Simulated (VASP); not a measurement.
# AlN (P6_3mc) in VASP: a series of runs

Runs on AlN. Level: LDA. Tasks: single point.

Program: VASP 6.6.1. These are calculated values, not measurements. Logs are shortened: lines on timing, memory, paths and dates and some standing lists are left out, and cuts for length are marked.

**Measured values to compare with.**

From “Self-assembly of well-separated AlN nanowires directly on sputtered metallic TiN films”, 2019, arxiv:1910.07391, for a bulk crystal of AlN at 10 K: band gap 6.034 eV (an exciton energy, a little under the gap).

The runs below are set against these values where they give the same quantity.

## Step 1: The cell of the first run

The structure is hexagonal, space group P6_3mc (No. 186). Conventional cell: a = 3.059 Å, b = 3.059 Å, c = 4.884 Å, α = 90.00°, β = 90.00°, γ = 120.00°. Al (site symmetry 3m) has 4 N at 1.86 to 1.87 Å within 2.5 Å. N (site symmetry 3m) has 4 Al at 1.86 to 1.87 Å within 2.5 Å.

## Step 2: Single point, LDA

File INCAR:

```
ALGO = Normal ; EDIFF = 1E-6
ENCUT = 520 ; ISIF = 2
ISMEAR = 0 ; LASPH = T
LCHARG = F ; LREAL = F
LWAVE = F ; NBANDS = 16
NELM = 60 ; PREC = Accurate
SIGMA = 0.01
```

File KPOINTS:

```
k-points
0
Gamma
  8 8 4
```

File POSCAR:

```
AlN
1.0
    3.0590908068      0.0000000000      0.0000000000
   -1.5295454034      2.6492503512      0.0000000000
    0.0000000000      0.0000000000      4.8837778518
Al N
2 2
Direct
    0.3333333333      0.6666666667     -0.0013467968
    0.6666666667      0.3333333333      0.4986532032
    0.3333333333      0.6666666667      0.3813467968
    0.6666666667      0.3333333333      0.8813467968
```

Potentials or basis: VASP PAW LDA potentials, release 64 (Al, N).

Run with:

```bash
$ cat potpaw_LDA.64/Al/POTCAR potpaw_LDA.64/N/POTCAR > POTCAR
$ mpirun -np 1 vasp_std > vasp.out
```

OUTCAR:

```text
EDIFF = 1E-6
   ENCUT = 520
   ISIF = 2
   ISMEAR = 0
   LASPH = T
   LREAL = F
   NELM = 60
   PREC = Accurate

 ion  position               nearest neighbor table
   1  0.333  0.667  0.999-   4 1.86   4 1.86   4 1.86   3 1.87   2 3.01   2 3.01   2 3.01   2 3.01
                             2 3.01   2 3.01
   2  0.667  0.333  0.499-   3 1.86   3 1.86   3 1.86   4 1.87   1 3.01   1 3.01   1 3.01   1 3.01
                             1 3.01   1 3.01
   3  0.333  0.667  0.381-   2 1.86   2 1.86   2 1.86   1 1.87
   4  0.667  0.333  0.881-   1 1.86   1 1.86   1 1.86   2 1.87

  LATTYP: Found a hexagonal cell.
 ALAT       =     3.0590908068
 C/A-ratio  =     1.5964801832

  Lattice vectors:

 A1 = (   3.0590908068,   0.0000000000,   0.0000000000)
 A2 = (  -1.5295454034,   2.6492503512,   0.0000000000)
 A3 = (   0.0000000000,   0.0000000000,   4.8837778518)

Analysis of symmetry for initial positions (statically):
=====================================================================
 Subroutine PRICEL returns:
 Original cell was already a primitive cell.

 Routine SETGRP: Setting up the symmetry group for a
 hexagonal supercell.

 Subroutine GETGRP returns: Found 12 space group operations
 (whereof  6 operations were pure point group operations)
 out of a pool of 24 trial point group operations.

The static configuration has the point symmetry C_3v.
 The point group associated with its full space group is C_6v.

Analysis of symmetry for dynamics (positions and initial velocities):
=====================================================================
 Subroutine PRICEL returns:
 Original cell was already a primitive cell.

 Routine SETGRP: Setting up the symmetry group for a
 hexagonal supercell.

 Subroutine GETGRP returns: Found 12 space group operations
 (whereof  6 operations were pure point group operations)
 out of a pool of 24 trial point group operations.

The dynamic configuration has the point symmetry C_3v.
 The point group associated with its full space group is C_6v.

 Subroutine INISYM returns: Found 12 space group operations
 (whereof  6 operations are pure point group operations),
 and found     1 'primitive' translations

----------------------------------------------------------------------------------------

                                     Primitive cell

  volume of cell :      39.5796

  direct lattice vectors                    reciprocal lattice vectors
     3.059090807  0.000000000  0.000000000     0.326894513  0.188732635  0.000000000
    -1.529545403  2.649250351  0.000000000     0.000000000  0.377465270  0.000000000
     0.000000000  0.000000000  4.883777852     0.000000000  0.000000000  0.204759518

  length of vectors
     3.059090807  3.059090807  4.883777852     0.377465270  0.377465270  0.204759518

  position of ions in fractional coordinates (direct lattice)
     0.333333333  0.666666667  0.998653203
     0.666666667  0.333333333  0.498653203
     0.333333333  0.666666667  0.381346797
     0.666666667  0.333333333  0.881346797

  ion indices of the primitive-cell ions
   primitive index   ion index
                 1           1
                 2           2
                 3           3
                 4           4

----------------------------------------------------------------------------------------

 KPOINTS: k-points

Automatic generation of k-mesh.
 Grid dimensions read from file:
 generate k-points for:    8    8    4

 Generating k-lattice:

  Cartesian coordinates                     Fractional coordinates (reciprocal lattice)
     0.040861814  0.023591579  0.000000000     0.125000000  0.000000000  0.000000000
     0.000000000  0.047183159  0.000000000     0.000000000  0.125000000  0.000000000
     0.000000000  0.000000000  0.051189880     0.000000000  0.000000000  0.250000000

  Length of vectors
     0.047183159  0.047183159  0.051189880

  Shift w.r.t. Gamma in fractional coordinates (k-lattice)
     0.000000000  0.000000000  0.000000000

 Subroutine IBZKPT returns following result:
 ===========================================

 Found     30 irreducible k-points:

 Following reciprocal coordinates:
            Coordinates               Weight
  0.000000  0.000000  0.000000      1.000000
  0.125000  0.000000  0.000000      6.000000
  0.250000  0.000000  0.000000      6.000000
  0.375000  0.000000  0.000000      6.000000
  0.500000  0.000000  0.000000      3.000000
  0.125000  0.125000  0.000000      6.000000
[... 16 lines left out ...]
  0.250000  0.000000  0.500000      6.000000
  0.375000  0.000000  0.500000      6.000000
 [... further k-points ...]
   k-points           NKPTS =     30   k-points in BZ     NKDIM =     30   number of bands    NBANDS=     16
   number of dos      NEDOS =    301   number of ions     NIONS =      4
   total plane-waves  NPLWV =  20736
   dimension x,y,z NGX =    24 NGY =   24 NGZ =   36
   dimension x,y,z NGXF=    48 NGYF=   48 NGZF=   72
   ions per type =               2   2
   NGX,Y,Z   is equivalent  to a cutoff of  13.04, 13.04, 12.25 a.u.
   NGXF,Y,Z  is equivalent  to a cutoff of  26.09, 26.09, 24.51 a.u.
 SYSTEM =  unknown system
   PREC   = accura    normal or accurate (medium, high low for compatibility)
   ISTART =      0    job   : 0-new  1-cont  2-samecut
   ICHARG =      2    charge: 1-file 2-atom 10-const
   ISPIN  =      1    spin polarized calculation?
   LNONCOLLINEAR =      F non collinear calculations
   LSORBIT =      F    spin-orbit coupling
   LASPH  =      T    aspherical Exc in radial PAW
   ENCUT  =  520.0 eV  38.22 Ry    6.18 a.u.   5.69  5.69  9.08*2*pi/ulx,y,z
   NELM   =     60;   NELMIN=  2; NELMDL= -5     # of ELM steps
   EDIFF  = 0.1E-05   stopping-criterion for ELM
   LREAL  =      F    real-space projection
   EDIFFG = 0.1E-04   stopping-criterion for IOM
   NSW    =      0    number of steps for IOM
   IBRION =     -1    ionic relax: 0-MD 1-quasi-New 2-CG
   NFREE  =      0    steps in history (QN), initial steepest desc. (CG)
   ISIF   =      2    stress and relaxation
   ISYM   =      2    0-nonsym 1-usesym 2-fastsym
   POTIM  = 0.5000    time-step for ionic-motion
   TEBEG  =    0.0;   TEEND  =   0.0 temperature during run
   PSTRESS=    0.0 pullay stress
   NELECT =      16.0000    total number of electrons
   NUPDOWN=      -1.0000    fix difference up-down
   EMIN   =  10.00;   EMAX   =-10.00  energy-range for DOS
   EFERMI =   0.00;   METHOD = LEGACY
   ISMEAR =     0;   SIGMA  =   0.01  broadening in eV -4-tet -1-fermi 0-gaus
   EFERMI_NEDOS =   21; number of points for ismear=-14 and -15
   IALGO  =     38    algorithm
   IMIX   =      4    mixing-type and parameters
     AMIX     =   0.40;   BMIX     =  1.00
     AMIX_MAG =   1.60;   BMIX_MAG =  1.00
  volume/ion in A,a.u.               =       9.89        66.77
  Fermi-wavevector in a.u.,A,eV,Ry     =   1.210480  2.287476 19.936108  1.465263
  Thomas-Fermi vector in A             =   2.346026
   LORBIT       =      0    0 simple, 1 ext, 2 COOP (PROOUT), +10 PAW based schemes
   GGA     = CA    functional components
   LHFCALC =     F    Hartree Fock is set to
   AEXX    =    0.0000 exact exchange contribution
   IVDW    =     0    specifies the selected vdW correction
   LEPSILON=     F    determine dielectric tensor
   LRPA    =     F    only Hartree local field effects (RPA)
 non-spin polarized calculation
 Gauss-broadening in eV      SIGMA  =   0.01
  energy-cutoff  :      520.00
  volume of cell :       39.58
 maximum number of plane-waves:      1087
 NGX is ok and might be reduce to    24
   NGX = 11   NGY = 11   NGZ = 19

 number of electron      15.9999997 magnetization

 Free energy of the ion-electron system (eV)
  ---------------------------------------------------
  ext. energy  EPLUGINS =         0.00000000
  ---------------------------------------------------
  free energy    TOTEN  =       -32.80791958 eV

  energy without entropy =      -32.80791958  energy(sigma->0) =      -32.80791958

 E-fermi :   6.5363     XC(G=0): -11.4816

 val. band max:        6.4481646354   @ k =   0.0000   0.0000   0.0000
 cond. band min:      11.1381060121   @ k =   0.0000   0.0000   0.0000
 fundamental gap:      4.6899413767
 Fermi energy:         6.5362807238

 k-point     1 :       0.0000    0.0000    0.0000
  band No.  band energies     occupation
      1      -8.9420      2.00000
      2      -6.5344      2.00000
      3       0.1376      2.00000
      4       5.5083      2.00000
      5       5.5083      2.00000
      6       6.1838      2.00000
[... 8 lines left out ...]
     15      19.8374      0.00000
     16      19.9021      0.00000

 k-point     2 :       0.1250    0.0000    0.0000
  band No.  band energies     occupation
      1      -8.7277      2.00000
      2      -6.4127      2.00000
      3       0.3840      2.00000
      4       4.6087      2.00000
      5       5.2507      2.00000
      6       5.3744      2.00000
[... 8 lines left out ...]
     15      19.4933      0.00000
     16      19.7228      0.00000

 k-point     3 :       0.2500    0.0000    0.0000
  band No.  band energies     occupation
      1      -8.1261      2.00000
      2      -6.1244      2.00000
      3       1.0933      2.00000
      4       2.8156      2.00000
      5       3.9102      2.00000
      6       4.7632      2.00000
[... 8 lines left out ...]
     15      18.9086      0.00000
     16      19.9198      0.00000

 k-point     4 :       0.3750    0.0000    0.0000
  band No.  band energies     occupation
      1      -7.2986      2.00000
      2      -5.9190      2.00000
      3       1.3008      2.00000
      4       2.1381      2.00000
      5       2.6370      2.00000
      6       4.3685      2.00000
[... 8 lines left out ...]
     15      18.9976      0.00000
     16      21.6135      0.00000
[... 324 lines left out ...]
 k-point    22 :       0.1250    0.0000    0.5000
  band No.  band energies     occupation
      1      -7.7799      2.00000
      2      -7.7799      2.00000
      3       2.9463      2.00000
      4       2.9463      2.00000
      5       5.2958      2.00000
      6       5.2958      2.00000
[... 8 lines left out ...]
     15      18.5277      0.00000
     16      18.5277      0.00000

 k-point    23 :       0.2500    0.0000    0.5000
  band No.  band energies     occupation
      1      -7.2713      2.00000
      2      -7.2713      2.00000
      3       2.2822      2.00000
      4       2.2822      2.00000
      5       4.7494      2.00000
      6       4.7494      2.00000
[... 8 lines left out ...]
     15      19.4776      0.00000
     16      19.4776      0.00000

 k-point    24 :       0.3750    0.0000    0.5000
  band No.  band energies     occupation
      1      -6.6470      2.00000
      2      -6.6470      2.00000
      3       1.1127      2.00000
      4       1.1127      2.00000
      5       4.8752      2.00000
      6       4.8752      2.00000
[... 8 lines left out ...]
     15      19.9201      0.00000
     16      19.9201      0.00000

 [... further k-points ...]

------------------------ aborting loop because EDIFF is reached ----------------------------------------

  FORCE on cell =-STRESS in cart. coord.  units (eV):
  Direction    XX          YY          ZZ          XY          YZ          ZX
  --------------------------------------------------------------------------------------
  -------------------------------------------------------------------------------------
  Total        1.9116871      1.9116871      1.9058734      0.0000000      0.0000000      0.0000000
  in kB       77.3848796     77.3848796     77.1495439      0.0000000      0.0000000      0.0000000
  external PRESSURE =      77.3064343 kB  Pullay stress =       0.0000000 kB

 VOLUME and BASIS-vectors are now :
 -----------------------------------------------------------------------------
  energy-cutoff  :      520.00
  volume of cell :       39.58
      direct lattice vectors                 reciprocal lattice vectors
     3.059090807  0.000000000  0.000000000     0.326894513  0.188732635  0.000000000
    -1.529545403  2.649250351  0.000000000     0.000000000  0.377465270  0.000000000
     0.000000000  0.000000000  4.883777852     0.000000000  0.000000000  0.204759518

 POSITION                                       TOTAL-FORCE (eV/Angst)
 -----------------------------------------------------------------------------------
     -0.00000      1.76617      4.87720        -0.000000     -0.000000     -0.000774
      1.52955      0.88308      2.43531         0.000000     -0.000000     -0.000774
     -0.00000      1.76617      1.86241         0.000000     -0.000000      0.000774
      1.52955      0.88308      4.30430        -0.000000      0.000000      0.000774
 -----------------------------------------------------------------------------------
    total drift:                               -0.000000     -0.000000      0.000082

  FREE ENERGIE OF THE ION-ELECTRON SYSTEM (eV)
  ---------------------------------------------------
  free  energy   TOTEN  =       -32.8079195798 eV

  energy  without entropy=      -32.8079195798  energy(sigma->0) =      -32.80791958
```

Wall time 5.2 s (1 thread of Intel Xeon 6975P-C (Granite Rapids), shared host); peak memory 0.14 GiB.

What came out:

```
Free energy            : -32.8079 eV
Pressure               : 7.7 GPa
Band gap on the k mesh : 4.69 eV, direct
```

Levels at points of the mesh, in eV from the valence-band top:
```
           k point  band 6  band 7  band 8  band 9  band 10  band 11
(0.00, 0.00, 0.00)   -0.26   -0.26    0.00    4.69     6.97    10.91
(0.50, 0.00, 0.00)   -2.23   -1.90   -0.74    5.79     5.80     8.52
(0.00, 0.00, 0.50)   -0.61   -0.61   -0.61    6.86     6.86    10.57
(0.50, 0.00, 0.50)   -1.57   -1.44   -1.44    5.35     5.35     9.38
```

## Step 3: Single point, LDA

File INCAR:

```
SYSTEM = AlN
PREC     = Accurate       ! precision mode
ENCUT    = 520            ! plane-wave cutoff, eV
EDIFF    = 1E-6           ! SCF threshold, eV
ISMEAR   = 0              ! smearing method
SIGMA    = 0.01           ! smearing width, eV
LREAL    = .FALSE.        ! projectors in reciprocal space
LASPH    = .TRUE.         ! aspherical terms in the spheres
NELM     = 100            ! most SCF steps
ALGO     = Normal         ! electronic algorithm
ISIF     = 2              ! what is computed and relaxed
LWAVE    = .FALSE.        ! write WAVECAR
LCHARG   = .FALSE.        ! write CHGCAR
GGA      = CA             ! functional
NBANDS   = 16             ! bands
```

File KPOINTS:

```
Automatic mesh
0
G
  8 8 4
  0 0 0
```

POSCAR is that of step 2.

Potentials or basis: VASP PAW LDA potentials, release 64 (Al, N).

Run with:

```bash
$ cat potpaw_LDA.64/Al/POTCAR potpaw_LDA.64/N/POTCAR > POTCAR
$ mpirun -np 1 vasp_std > vasp.out
```

Run time: 5.1 s. Hardware: 1 thread of Intel Xeon 6975P-C (Granite Rapids), shared host; peak memory 0.14 GiB.

Results (log left out):

| Quantity | Value |
| --- | --- |
| Free energy | -32.8079 eV |
| Pressure | 7.7 GPa |
| Band gap on the k mesh | 4.69 eV, direct |

Levels at points of the mesh, in eV from the valence-band top:
| k point | band 5 | band 6 | band 7 | band 8 | band 9 | band 10 | band 11 | band 12 |
| --- | --- | --- | --- | --- | --- | --- | --- | --- |
| (0.00, 0.00, 0.00) | -0.94 | -0.26 | -0.26 | 0.00 | 4.69 | 6.97 | 10.91 | 11.28 |
| (0.50, 0.00, 0.00) | -3.53 | -2.23 | -1.90 | -0.74 | 5.79 | 5.80 | 8.52 | 10.50 |
| (0.00, 0.00, 0.50) | -0.61 | -0.61 | -0.61 | -0.61 | 6.86 | 6.86 | 10.57 | 10.57 |
| (0.50, 0.00, 0.50) | -1.57 | -1.57 | -1.44 | -1.44 | 5.35 | 5.35 | 9.38 | 9.38 |

(Part 1 of 2 ends here.)
